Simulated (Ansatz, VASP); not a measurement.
# Ti in VASP and in Ansatz

```xyz
2
Lattice="2.8898 0.0000 0.0000 -1.4449 2.5026 0.0000 0.0000 0.0000 4.5903" Properties=species:S:1:pos:R:3 pbc="T T T"
Ti    0.0000    1.6684    1.1476
Ti    1.4449    0.8342    3.4428
```

Change from the starting cell: volume scaled by 0.94.

Alike in both runs: task single point; functional PBEsol; k mesh 13 × 13 × 7; occupations fermi-dirac, width 0.08 eV; no spin polarisation.

```csv
,VASP,Ansatz
version,VASP 6.6.1,Ansatz 0.2.0
potentials or method,"VASP PAW PBE potentials, release 64 (Ti_sv), cutoff 520 eV","all-electron LAPW, scalar-relativistic"
```

```csv
,VASP,Ansatz,Ansatz less VASP
pressure (GPa),0.7,1.0,+0.30
"traceless stress, the component that is largest in VASP (GPa)",-0.19,-0.20,-0.009
```

VASP's potentials were made for PBE, not for PBEsol. Ansatz ran all-electron here, and VASP with PAW potentials.
